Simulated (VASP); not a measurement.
# CoSi2 (Fm-3m) in VASP: notebook

CoSi2 is run at these levels: PBEsol; tasks: single point.

All numbers are computed with VASP 6.6.1; they aren't measurements. Logs are shortened: lines on timing, memory, paths and dates and some standing lists are left out, and cuts for length are marked.

### 1 The cell of the first run

The structure is cubic, space group Fm-3m (No. 225). The conventional cell has a = 5.451 Å, b = 5.451 Å, c = 5.451 Å, α = 90.00°, β = 90.00°, γ = 90.00°. Co (site symmetry m-3m) has 8 Si at 2.36 Å within 3.1 Å. Within 3.1 Å of Si (site symmetry -43m) lie 4 Co at 2.36 Å and 6 Si at 2.73 Å.

### 2 Single point, PBEsol, collinear spin, ferromagnetic start

Input file INCAR:

```
  PREC = Accurate
  ENCUT = 520
  EDIFF = 1E-6
  ISMEAR = 0
  SIGMA = 0.15
  LREAL = False
  LASPH = True
  NELM = 150
  ALGO = Normal
  ISIF = 2
  LWAVE = False
  LCHARG = False
  ISPIN = 2
  MAGMOM = 1.375 0 0
  LORBIT = 11
  NUPDOWN = 1.375
  LMAXMIX = 4
  GGA = PS
  NBANDS = 20
```

Input file KPOINTS:

```
regular mesh
0
Gamma
  14 14 14
```

Input file POSCAR:

```
CoSi2
1.0
    0.0000000000      2.7254116596      2.7254116596
    2.7254116596      0.0000000000      2.7254116596
    2.7254116596      2.7254116596      0.0000000000
Co Si
1 2
Direct
    0.0000000000      0.0000000000      0.0000000000
    0.2500000000      0.2500000000      0.2500000000
    0.7500000000      0.7500000000      0.7500000000
```

Potentials or basis: VASP PAW PBE potentials, release 64 (Co, Si).

On the command line:

```console
> cat potpaw_PBE.64/Co/POTCAR potpaw_PBE.64/Si/POTCAR > POTCAR
> mpirun -np 1 vasp_std > vasp.out
```

OUTCAR:

```text
PREC = Accurate
   ENCUT = 520
   EDIFF = 1E-6
   ISMEAR = 0
   LREAL = False
   LASPH = True
   NELM = 150
   ISIF = 2
   ISPIN = 2
   LORBIT = 11
   NUPDOWN = 1.375
   GGA = PS

 ion  position               nearest neighbor table
   1  0.000  0.000  0.000-   3 2.36   3 2.36   3 2.36   2 2.36   3 2.36   2 2.36   2 2.36   2 2.36

   2  0.250  0.250  0.250-   1 2.36   1 2.36   1 2.36   1 2.36   3 2.73   3 2.73   3 2.73   3 2.73
                             3 2.73   3 2.73
   3  0.750  0.750  0.750-   1 2.36   1 2.36   1 2.36   1 2.36   2 2.73   2 2.73   2 2.73   2 2.73
                             2 2.73   2 2.73

  LATTYP: Found a face centered cubic cell.
 ALAT       =     5.4508233192

  Lattice vectors:

 A1 = (   0.0000000000,   2.7254116596,   2.7254116596)
 A2 = (   2.7254116596,   0.0000000000,   2.7254116596)
 A3 = (   2.7254116596,   2.7254116596,   0.0000000000)

Analysis of symmetry for initial positions (statically):
=====================================================================
 Subroutine PRICEL returns:
 Original cell was already a primitive cell.

 Routine SETGRP: Setting up the symmetry group for a
 face centered cubic supercell.

 Subroutine GETGRP returns: Found 48 space group operations
 (whereof 48 operations were pure point group operations)
 out of a pool of 48 trial point group operations.

The static configuration has the point symmetry O_h .

Analysis of symmetry for dynamics (positions and initial velocities):
=====================================================================
 Subroutine PRICEL returns:
 Original cell was already a primitive cell.

 Routine SETGRP: Setting up the symmetry group for a
 face centered cubic supercell.

 Subroutine GETGRP returns: Found 48 space group operations
 (whereof 48 operations were pure point group operations)
 out of a pool of 48 trial point group operations.

The dynamic configuration has the point symmetry O_h .

Analysis of structural, dynamic, and magnetic symmetry:
=====================================================================
 Subroutine PRICEL returns:
 Original cell was already a primitive cell.

 Routine SETGRP: Setting up the symmetry group for a
 face centered cubic supercell.

 Subroutine GETGRP returns: Found 48 space group operations
 (whereof 48 operations were pure point group operations)
 out of a pool of 48 trial point group operations.

The overall configuration has the point symmetry O_h .

 Subroutine INISYM returns: Found 48 space group operations
 (whereof 48 operations are pure point group operations),
 and found     1 'primitive' translations

----------------------------------------------------------------------------------------

                                     Primitive cell

  volume of cell :      40.4880

  direct lattice vectors                    reciprocal lattice vectors
     0.000000000  2.725411660  2.725411660    -0.183458524  0.183458524  0.183458524
     2.725411660  0.000000000  2.725411660     0.183458524 -0.183458524  0.183458524
     2.725411660  2.725411660  0.000000000     0.183458524  0.183458524 -0.183458524

  length of vectors
     3.854314132  3.854314132  3.854314132     0.317759484  0.317759484  0.317759484

  position of ions in fractional coordinates (direct lattice)
     0.000000000  0.000000000  0.000000000
     0.250000000  0.250000000  0.250000000
     0.750000000  0.750000000  0.750000000

  ion indices of the primitive-cell ions
   primitive index   ion index
                 1           1
                 2           2
                 3           3

----------------------------------------------------------------------------------------

 KPOINTS: regular mesh

Automatic generation of k-mesh.
 Grid dimensions read from file:
 generate k-points for:   14   14   14

 Generating k-lattice:

  Cartesian coordinates                     Fractional coordinates (reciprocal lattice)
    -0.013104180  0.013104180  0.013104180     0.071428571  0.000000000  0.000000000
     0.013104180 -0.013104180  0.013104180     0.000000000  0.071428571  0.000000000
     0.013104180  0.013104180 -0.013104180     0.000000000  0.000000000  0.071428571

  Length of vectors
     0.022697106  0.022697106  0.022697106

  Shift w.r.t. Gamma in fractional coordinates (k-lattice)
     0.000000000  0.000000000  0.000000000

 Subroutine IBZKPT returns following result:
 ===========================================

 Found    104 irreducible k-points:

 Following reciprocal coordinates:
            Coordinates               Weight
  0.000000  0.000000  0.000000      1.000000
  0.071429  0.000000  0.000000      8.000000
  0.142857  0.000000  0.000000      8.000000
  0.214286  0.000000  0.000000      8.000000
  0.285714  0.000000  0.000000      8.000000
  0.357143  0.000000  0.000000      8.000000
[... 16 lines left out ...]
  0.214286  0.142857  0.000000     24.000000
  0.285714  0.142857  0.000000     24.000000
 [... further k-points ...]
   k-points           NKPTS =    104   k-points in BZ     NKDIM =    104   number of bands    NBANDS=     20
   number of dos      NEDOS =    301   number of ions     NIONS =      3
   total plane-waves  NPLWV =  27000
   dimension x,y,z NGX =    30 NGY =   30 NGZ =   30
   dimension x,y,z NGXF=    60 NGYF=   60 NGZF=   60
   ions per type =               1   2
   NGX,Y,Z   is equivalent  to a cutoff of  12.94, 12.94, 12.94 a.u.
   NGXF,Y,Z  is equivalent  to a cutoff of  25.88, 25.88, 25.88 a.u.
 SYSTEM =  unknown system
   PREC   = accura    normal or accurate (medium, high low for compatibility)
   ISTART =      0    job   : 0-new  1-cont  2-samecut
   ICHARG =      2    charge: 1-file 2-atom 10-const
   ISPIN  =      2    spin polarized calculation?
   LNONCOLLINEAR =      F non collinear calculations
   LSORBIT =      F    spin-orbit coupling
   LASPH  =      T    aspherical Exc in radial PAW
   ENCUT  =  520.0 eV  38.22 Ry    6.18 a.u.   7.17  7.17  7.17*2*pi/ulx,y,z
   NELM   =    150;   NELMIN=  2; NELMDL= -5     # of ELM steps
   EDIFF  = 0.1E-05   stopping-criterion for ELM
   LREAL  =      F    real-space projection
   EDIFFG = 0.1E-04   stopping-criterion for IOM
   NSW    =      0    number of steps for IOM
   IBRION =     -1    ionic relax: 0-MD 1-quasi-New 2-CG
   NFREE  =      0    steps in history (QN), initial steepest desc. (CG)
   ISIF   =      2    stress and relaxation
   ISYM   =      2    0-nonsym 1-usesym 2-fastsym
   POTIM  = 0.5000    time-step for ionic-motion
   TEBEG  =    0.0;   TEEND  =   0.0 temperature during run
   PSTRESS=    0.0 pullay stress
   NELECT =      17.0000    total number of electrons
   NUPDOWN=       1.3750    fix difference up-down
   EMIN   =  10.00;   EMAX   =-10.00  energy-range for DOS
   EFERMI =   0.00;   METHOD = LEGACY
   ISMEAR =     0;   SIGMA  =   0.15  broadening in eV -4-tet -1-fermi 0-gaus
   EFERMI_NEDOS =   21; number of points for ismear=-14 and -15
   IALGO  =     38    algorithm
   IMIX   =      4    mixing-type and parameters
     AMIX     =   0.40;   BMIX     =  1.00
     AMIX_MAG =   1.60;   BMIX_MAG =  1.00
  volume/ion in A,a.u.               =      13.50        91.08
  Fermi-wavevector in a.u.,A,eV,Ry     =   1.225883  2.316583 20.446688  1.502789
  Thomas-Fermi vector in A             =   2.360904
   LORBIT       =     11    0 simple, 1 ext, 2 COOP (PROOUT), +10 PAW based schemes
   GGA     = PS    functional components
   LHFCALC =     F    Hartree Fock is set to
   AEXX    =    0.0000 exact exchange contribution
   IVDW    =     0    specifies the selected vdW correction
   LEPSILON=     F    determine dielectric tensor
   LRPA    =     F    only Hartree local field effects (RPA)
 spin polarized calculation
 Gauss-broadening in eV      SIGMA  =   0.15
  energy-cutoff  :      520.00
  volume of cell :       40.49
 maximum number of plane-waves:      1106
 NGX is ok and might be reduce to    30
   NGX = 15   NGY = 15   NGZ = 15

 number of electron      16.9999999 magnetization       1.3750000

 Free energy of the ion-electron system (eV)
  ---------------------------------------------------
  ext. energy  EPLUGINS =         0.00000000
  ---------------------------------------------------
  free energy    TOTEN  =       -20.12279608 eV

  energy without entropy =      -20.09926791  energy(sigma->0) =      -20.11103200

 E-fermi :   8.8496     XC(G=0): -11.6149

 val. band max:       10.7504259619   @ k =   0.4286   0.2143   0.0000
 cond. band min:       8.8691154236   @ k =  -0.4286   0.2857   0.0714
 fundamental gap:     -1.8813105383
 Fermi energy:        10.7960366419

 spin component 1

 k-point     1 :       0.0000    0.0000    0.0000
  band No.  band energies     occupation
      1      -3.5331      1.00000
      2       5.1435      1.00000
      3       5.1435      1.00000
      4       5.1435      1.00000
      5       7.0729      1.00000
      6       7.0729      1.00000
[... 12 lines left out ...]
     19      19.3333      0.00000
[... 513 lines left out ...]
      4       5.3532      1.00000
      5       6.3996      1.00000
      6       7.2237      1.00000
[... 12 lines left out ...]
     19      23.3216      0.00000
     20      25.3613      0.00000

 [... further k-points ...]

 spin component 2

 k-point     1 :       0.0000    0.0000    0.0000
  band No.  band energies     occupation
      1      -3.2600      1.00000
      2       5.6646      1.00000
      3       5.6646      1.00000
      4       5.6646      1.00000
      5       7.8181      1.00000
      6       7.8181      1.00000
[... 12 lines left out ...]
     19      19.4924      0.00000
[... 513 lines left out ...]
      4       5.8566      1.00000
      5       6.9743      1.00000
      6       7.9807      1.00000
[... 12 lines left out ...]
     19      23.5390      0.00000
     20      25.6849      0.00000

 [... further k-points ...]

------------------------ aborting loop because EDIFF is reached ----------------------------------------

  FORCE on cell =-STRESS in cart. coord.  units (eV):
  Direction    XX          YY          ZZ          XY          YZ          ZX
  --------------------------------------------------------------------------------------
  -------------------------------------------------------------------------------------
  Total       -1.2463396     -1.2463396     -1.2463396      0.0000000     -0.0000000      0.0000000
  in kB      -49.3197246    -49.3197246    -49.3197246      0.0000000     -0.0000000      0.0000000
  external PRESSURE =     -49.3197246 kB  Pullay stress =       0.0000000 kB

 VOLUME and BASIS-vectors are now :
 -----------------------------------------------------------------------------
  energy-cutoff  :      520.00
  volume of cell :       40.49
      direct lattice vectors                 reciprocal lattice vectors
     0.000000000  2.725411660  2.725411660    -0.183458524  0.183458524  0.183458524
     2.725411660  0.000000000  2.725411660     0.183458524 -0.183458524  0.183458524
     2.725411660  2.725411660  0.000000000     0.183458524  0.183458524 -0.183458524

 POSITION                                       TOTAL-FORCE (eV/Angst)
 -----------------------------------------------------------------------------------
      0.00000      0.00000      0.00000         0.000000      0.000000      0.000000
      1.36271      1.36271      1.36271        -0.000000     -0.000000      0.000000
      4.08812      4.08812      4.08812         0.000000      0.000000     -0.000000
 -----------------------------------------------------------------------------------
    total drift:                                0.000000     -0.000000     -0.000000

  FREE ENERGIE OF THE ION-ELECTRON SYSTEM (eV)
  ---------------------------------------------------
  free  energy   TOTEN  =       -20.1227960825 eV

  energy  without entropy=      -20.0992679139  energy(sigma->0) =      -20.11103200

 total charge

# of ion       s       p       d       tot
------------------------------------------
    1        0.519   0.661   7.516   8.696
    2        0.749   0.828   0.000   1.577
    3        0.749   0.828   0.000   1.577
--------------------------------------------------
tot          2.017   2.317   7.516  11.851

 magnetization (x)

# of ion       s       p       d       tot
------------------------------------------
    1        0.011   0.122   0.755   0.889
    2        0.038   0.066   0.000   0.104
    3        0.038   0.066   0.000   0.104
--------------------------------------------------
tot          0.088   0.253   0.755   1.096
```

It took 5.1 min on 1 thread of AMD EPYC 7R43 (Zen 3), shared host; peak memory 0.23 GiB.

Results:

| Property | Result |
| --- | --- |
| Free energy | -20.1228 eV |
| Pressure | -4.9 GPa |
| Net moment | 1.38 μB per cell |
| Site moments | Co +0.89; Si +0.10 μB |
| Valence electrons inside the program's atomic spheres | Co 8.70; Si 1.58 |

Caveat: the PAW data sets were made with another functional, which shifts forces and pressure a little; the total moment is fixed, so each spin has its own Fermi level.

### 3 Single point, PBEsol, collinear spin, ferromagnetic start

This run uses another cell than the first one, of 12.00 Å³/atom, 0.889 times its volume.

Input file INCAR:

```
SYSTEM = CoSi2
PREC = Accurate ; ENCUT = 520
EDIFF = 1E-7 ; ISMEAR = 0
SIGMA = 0.15 ; LREAL = .FALSE.
LASPH = .TRUE. ; NELM = 150
ALGO = Normal ; ISIF = 2
LWAVE = .FALSE. ; LCHARG = .FALSE.
ISPIN = 2 ; MAGMOM = 1.925 0 0
LORBIT = 11 ; NUPDOWN = 1.925
LMAXMIX = 4 ; GGA = PS
NBANDS = 20
```

Input file KPOINTS:

```
regular mesh
0
G
  14 14 14
  0 0 0
```

Input file POSCAR:

```
CoSi2
1.0
    0.0000000000      2.6204501684      2.6204501684
    2.6204501684      0.0000000000      2.6204501684
    2.6204501684      2.6204501684      0.0000000000
Co Si
1 2
Direct
    0.0000000000      0.0000000000      0.0000000000
    0.2500000000      0.2500000000      0.2500000000
    0.7500000000      0.7500000000      0.7500000000
```

Potentials or basis: VASP PAW PBE potentials, release 64 (Co, Si).

On the command line:

```console
> cat potpaw_PBE.64/Co/POTCAR potpaw_PBE.64/Si/POTCAR > POTCAR
> mpirun -np 1 vasp_std > vasp.out
```

Wall time 1.8 min (1 thread of AMD EPYC 9R45 (Zen 5), shared host); peak memory 0.22 GiB.

It converged, with:

| Quantity | Value |
| --- | --- |
| Free energy | -19.2326 eV |
| Pressure | 23.4 GPa |
| Net moment | 1.93 μB per cell |
| Site moments | Co +1.19; Si +0.16 μB |
| Valence electrons inside the program's atomic spheres | Co 8.99; Si 1.66 |

Caveat: the PAW data sets were made with another functional, which shifts forces and pressure a little; the total moment is fixed, so each spin has its own Fermi level.

(Part 1 of 2 ends here.)
